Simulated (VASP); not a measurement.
# Cu (Im-3m) in VASP: further runs, part 2 of 3

VASP 6.6.1. The steps go on from the part before.

## Step 3: Single point, r2SCAN

This run uses another cell than the first one, of 11.48 Å³/atom.

POSCAR

```
Cu
1.0
   -1.4211972325      1.4211972325      1.4211972325
    1.4211972325     -1.4211972325      1.4211972325
    1.4211972325      1.4211972325     -1.4211972325
Cu
1
Direct
    0.0000000000      0.0000000000      0.0000000000
```

INCAR.step1

```
ALGO     = Normal         # electronic algorithm
EDIFF    = 1E-5           # SCF threshold, eV
ENCUT    = 660            # plane-wave cutoff, eV
GGA      = PE             # functional
GGA_COMPAT= F            
ISMEAR   = -1             # smearing method
LASPH    = T              # aspherical terms in the spheres
LCHARG   = F              # write CHGCAR
LREAL    = F              # projectors in reciprocal space
LWAVE    = T              # write WAVECAR
NBANDS   = 12             # bands
NELM     = 120            # most SCF steps
PREC     = Accurate       # precision mode
SIGMA    = 0.1            # smearing width, eV
```

INCAR.step2

```
ALGO     = Normal         # electronic algorithm
EDIFF    = 1E-6           # SCF threshold, eV
ENCUT    = 660            # plane-wave cutoff, eV
GGA_COMPAT= F            
ISIF     = 2              # what is computed and relaxed
ISMEAR   = -1             # smearing method
ISTART   = 1            
LASPH    = T              # aspherical terms in the spheres
LCHARG   = T              # write CHGCAR
LELF     = T              # ELF
LMIXTAU  = T            
LREAL    = F              # projectors in reciprocal space
LVHAR    = T            
LWAVE    = F              # write WAVECAR
METAGGA  = R2SCAN         # meta-GGA
NBANDS   = 12             # bands
NELM     = 120            # most SCF steps
PREC     = Accurate       # precision mode
SIGMA    = 0.1            # smearing width, eV
```

KPOINTS

```
k-points
0
Gamma
  12 12 12
```

Potentials or basis: VASP PAW PBE potentials, release 64 (Cu).

Launch:

```sh
$ cat potpaw_PBE.64/Cu/POTCAR > POTCAR
$ cp INCAR.step1 INCAR
$ mpirun -np 1 vasp_std > vasp.out
$ cp INCAR.step2 INCAR
$ mpirun -np 1 vasp_std > vasp.out
```

Run time: 19 s. Hardware: 1 thread of Intel Xeon 6975P-C (Granite Rapids), shared host; peak memory 0.15 GiB.

It converged, with:

```
Free energy            : -10.7859 eV
Pressure               : 0.6 GPa
Band gap on the k mesh : zero (an odd number of electrons rules out a gap without spin polarisation)
```

Levels at points of the mesh, in eV from the Fermi level:
| k point | band 3 | band 4 | band 5 | band 6 | band 7 | band 8 |
| --- | --- | --- | --- | --- | --- | --- |
| (0.00, 0.00, 0.00) | -3.34 | -3.34 | -2.29 | -2.29 | 26.31 | 26.31 |
| (0.50, 0.00, 0.00) | -2.32 | -2.17 | -1.50 | -0.71 | 4.72 | 18.48 |
| (0.50, 0.50, 0.50) | -1.68 | -1.68 | -1.68 | 8.77 | 8.77 | 8.77 |

Caveat: the PAW data sets were made with another functional, which shifts forces and pressure a little.

## Step 4: Relaxation of cell and atoms, r2SCAN

This run uses another cell than the first one, of 11.82 Å³/atom.

POSCAR

```
Cu
1.0
   -1.4350000000      1.4350000000      1.4350000000
    1.4350000000     -1.4350000000      1.4350000000
    1.4350000000      1.4350000000     -1.4350000000
Cu
1
Direct
    0.0000000000      0.0000000000      0.0000000000
```

INCAR.step1

```
SYSTEM = Cu
PREC     = Accurate       ! precision mode
ENCUT    = 660            ! plane-wave cutoff, eV
ISMEAR   = -1             ! smearing method
SIGMA    = 0.1            ! smearing width, eV
LREAL    = .False.        ! projectors in reciprocal space
LASPH    = .True.         ! aspherical terms in the spheres
NELM     = 120            ! most SCF steps
GGA      = PE             ! functional
ALGO     = Normal         ! electronic algorithm
EDIFF    = 1E-5           ! SCF threshold, eV
LWAVE    = .True.         ! write WAVECAR
LCHARG   = .False.        ! write CHGCAR
GGA_COMPAT= .False.      
IBRION   = 2              ! ionic algorithm
ISIF     = 3              ! what is computed and relaxed
EDIFFG   = -0.005         ! ionic threshold
NELMIN   = 4            
NSW      = 100            ! ionic steps
```

INCAR.step2

```
SYSTEM = Cu
PREC     = Accurate       ! precision mode
ENCUT    = 660            ! plane-wave cutoff, eV
EDIFF    = 1E-7           ! SCF threshold, eV
ISMEAR   = -1             ! smearing method
SIGMA    = 0.1            ! smearing width, eV
LREAL    = .False.        ! projectors in reciprocal space
LASPH    = .True.         ! aspherical terms in the spheres
NELM     = 120            ! most SCF steps
ALGO     = Normal         ! electronic algorithm
ISIF     = 3              ! what is computed and relaxed
LWAVE    = .False.        ! write WAVECAR
LCHARG   = .False.        ! write CHGCAR
METAGGA  = R2SCAN         ! meta-GGA
LMIXTAU  = .True.       
IBRION   = 2              ! ionic algorithm
NSW      = 80             ! ionic steps
EDIFFG   = -0.03          ! ionic threshold
ISTART   = 1            
GGA_COMPAT= .False.      
NELMIN   = 4
```

KPOINTS

```
Automatic mesh
0
Gamma
  12 12 12
  0 0 0
```

Potentials or basis: VASP PAW PBE potentials, release 64 (Cu).

Launch:

```sh
$ cat potpaw_PBE.64/Cu/POTCAR > POTCAR
$ cp INCAR.step1 INCAR
$ mpirun -np 1 vasp_std > vasp.out
$ cp INCAR.step2 INCAR
$ mpirun -np 1 vasp_std > vasp.out
```

OUTCAR:

```text
SYSTEM = Cu
   PREC = Accurate
   ENCUT = 660
   EDIFF = 1E-7
   ISMEAR = -1
   LREAL = .False.
   LASPH = .True.
   NELM = 120
   ISIF = 3
   METAGGA = R2SCAN
   IBRION = 2
   NSW = 80
   EDIFFG = -0.03
   ISTART = 1
   NELMIN = 4

 ion  position               nearest neighbor table
   1  0.000  0.000  0.000-

  LATTYP: Found a body centered cubic cell.
 ALAT       =     2.8700000000

  Lattice vectors:

 A1 = (  -1.4350000000,   1.4350000000,   1.4350000000)
 A2 = (   1.4350000000,  -1.4350000000,   1.4350000000)
 A3 = (   1.4350000000,   1.4350000000,  -1.4350000000)

Analysis of symmetry for initial positions (statically):
=====================================================================
 Subroutine PRICEL returns:
 Original cell was already a primitive cell.

 Routine SETGRP: Setting up the symmetry group for a
 body centered cubic supercell.

 Subroutine GETGRP returns: Found 48 space group operations
 (whereof 48 operations were pure point group operations)
 out of a pool of 48 trial point group operations.

The static configuration has the point symmetry O_h .

Analysis of symmetry for dynamics (positions and initial velocities):
=====================================================================
 Subroutine PRICEL returns:
 Original cell was already a primitive cell.

 Routine SETGRP: Setting up the symmetry group for a
 body centered cubic supercell.

 Subroutine GETGRP returns: Found 48 space group operations
 (whereof 48 operations were pure point group operations)
 out of a pool of 48 trial point group operations.

The dynamic configuration has the point symmetry O_h .

[... 125 lines left out ...]
   LEPSILON=     F    determine dielectric tensor
   LRPA    =     F    only Hartree local field effects (RPA)
 conjugate gradient relaxation of ions
 non-spin polarized calculation
  energy-cutoff  :      660.00
  volume of cell :       11.82
 maximum number of plane-waves:       468
 NGX is ok and might be reduce to    24
   NGX = 11   NGY = 11   NGZ = 11

--------------------------------------- Ionic step        1  -------------------------------------------

 number of electron      11.0000005 magnetization

 Free energy of the ion-electron system (eV)
  ---------------------------------------------------
  ext. energy  EPLUGINS =         0.00000000
  ---------------------------------------------------
  free energy    TOTEN  =       -10.78297206 eV

  energy without entropy =      -10.76626461  energy(sigma->0) =      -10.77461834

------------------------ aborting loop because EDIFF is reached ----------------------------------------

  FORCE on cell =-STRESS in cart. coord.  units (eV):
  Direction    XX          YY          ZZ          XY          YZ          ZX
  --------------------------------------------------------------------------------------
  -------------------------------------------------------------------------------------
  Total       -0.2774422     -0.2774422     -0.2774422     -0.0000000      0.0000000      0.0000000
  in kB      -37.6068855    -37.6068855    -37.6068855     -0.0000000      0.0000000      0.0000000
  external PRESSURE =     -37.6068855 kB  Pullay stress =       0.0000000 kB
[... 57 lines left out ...]
--------------------------------------- Ionic step        3  -------------------------------------------

 number of electron      11.0000000 magnetization

 Free energy of the ion-electron system (eV)
  ---------------------------------------------------
  ext. energy  EPLUGINS =         0.00000000
  ---------------------------------------------------
  free energy    TOTEN  =       -10.78641798 eV

  energy without entropy =      -10.77002014  energy(sigma->0) =      -10.77821906

 E-fermi :   7.7172     XC(G=0): -13.9151

 val. band max:        7.7144351894   @ k =   0.2500   0.1667   0.0833
 cond. band min:       7.7502424708   @ k =  -0.3333   0.4167   0.1667
 fundamental gap:      0.0358072814
 Fermi energy:         7.7172458122

 k-point     1 :       0.0000    0.0000    0.0000
  band No.  band energies     occupation
      1      -2.1628      2.00000
      2       4.3917      2.00000
      3       4.3917      2.00000
      4       4.3917      2.00000
      5       5.4370      2.00000
      6       5.4370      2.00000
      7      33.9819      0.00000
      8      33.9819      0.00000
      9      33.9819      0.00000
[... 265 lines left out ...]
 k-point    24 :       0.4167    0.0833    0.0833
  band No.  band energies     occupation
      1       2.6573      2.00000
      2       3.5938      2.00000
      3       5.0809      2.00000
      4       5.4455      2.00000
      5       5.5586      2.00000
      6       8.7206      0.00009
      7      12.5921      0.00000
      8      22.6137      0.00000
      9      23.1345      0.00000

 [... further k-points ...]

------------------------ aborting loop because EDIFF is reached ----------------------------------------

  FORCE on cell =-STRESS in cart. coord.  units (eV):
  Direction    XX          YY          ZZ          XY          YZ          ZX
  --------------------------------------------------------------------------------------
  -------------------------------------------------------------------------------------
  Total       -0.0073685     -0.0073685     -0.0073685     -0.0000000     -0.0000000      0.0000000
  in kB       -1.0239180     -1.0239180     -1.0239180     -0.0000000     -0.0000000      0.0000000
  external PRESSURE =      -1.0239180 kB  Pullay stress =       0.0000000 kB
[... 16 lines left out ...]
  FREE ENERGIE OF THE ION-ELECTRON SYSTEM (eV)
  ---------------------------------------------------
  free  energy   TOTEN  =       -10.7864179771 eV

  energy  without entropy=      -10.7700201442  energy(sigma->0) =      -10.77821906

 reached required accuracy - stopping structural energy minimisation
```

OUTCAR.step1:

```text
SYSTEM = Cu
   PREC = Accurate
   ENCUT = 660
   ISMEAR = -1
   LREAL = .False.
   LASPH = .True.
   NELM = 120
   GGA = PE
[... 609 lines left out ...]
  -------------------------------------------------------------------------------------
  Total        0.0002238      0.0002238      0.0002238      0.0000000      0.0000000      0.0000000
  in kB        0.0297318      0.0297318      0.0297318      0.0000000      0.0000000      0.0000000
  external PRESSURE =       0.0297318 kB  Pullay stress =       0.0000000 kB
[... 16 lines left out ...]
  FREE ENERGIE OF THE ION-ELECTRON SYSTEM (eV)
  ---------------------------------------------------
  free  energy   TOTEN  =        -3.6875564299 eV

  energy  without entropy=       -3.6700993447  energy(sigma->0) =       -3.67882789

 reached required accuracy - stopping structural energy minimisation
```

OSZICAR.step1:

```text
N       E                     dE             d eps       ncg     rms          rms(c)
DAV:   1     0.400775261348E+02    0.40078E+02   -0.65081E+03  1312   0.238E+03
DAV:   2    -0.412147077918E+01   -0.44199E+02   -0.42227E+02  1333   0.209E+02
DAV:   3    -0.458960867661E+01   -0.46814E+00   -0.46716E+00  1463   0.311E+01
[... 23 lines left out ...]
       N       E                     dE             d eps       ncg     rms          rms(c)
DAV:   1    -0.368772464673E+01   -0.17057E-03   -0.32517E-03  1339   0.149E+00    0.108E-01
DAV:   2    -0.368762229311E+01    0.10235E-03   -0.27320E-03  1346   0.120E+00    0.479E-02
DAV:   3    -0.368756088441E+01    0.61409E-04   -0.47127E-04  1269   0.512E-01    0.152E-02
DAV:   4    -0.368755642988E+01    0.44545E-05   -0.55499E-06   679   0.303E-02
   4 F= -.36875564E+01 E0= -.36788279E+01  d E =-.207905E-02
```

Run time: 49 s. Hardware: 1 thread of Intel Xeon 6975P-C (Granite Rapids), shared host; peak memory 0.15 GiB.

What came out:

| Quantity | Value |
| --- | --- |
| Free energy | -10.7864 eV |
| Relaxed volume | 11.53 Å³/atom |
| Relaxed cell | a = 2.465 Å, b = 2.465 Å, c = 2.465 Å, α = 109.47°, β = 109.47°, γ = 109.47° |
| Space group after relaxing (to 0.1 Å) | Im-3m (No. 229) |
| Energy gained by relaxing | 3.4 meV/atom |
| Ionic steps | 3 |
| Pressure after relaxing | -0.1 GPa |
| Band gap on the k mesh | zero (an odd number of electrons rules out a gap without spin polarisation) |

The path:
```
step  energy change (eV)  largest force (eV/Å)  pressure (GPa)  volume (Å³)
   1              0.0000                0.0000           -3.76        11.82
   2             -0.0021                0.0000            2.61        11.35
   3             -0.0034                0.0000           -0.10        11.53
```

Final structure:
```yaml
crystal:
  lattice:
    - [-1.42316, 1.42316, 1.42316]
    - [1.42316, -1.42316, 1.42316]
    - [1.42316, 1.42316, -1.42316]
  atoms:
    - { symbol: Cu, position: [0.00000, 0.00000, 0.00000] }
```

Caveat: the PAW data sets were made with another functional, which shifts forces and pressure a little.

(Part 2 of 3 ends here.)
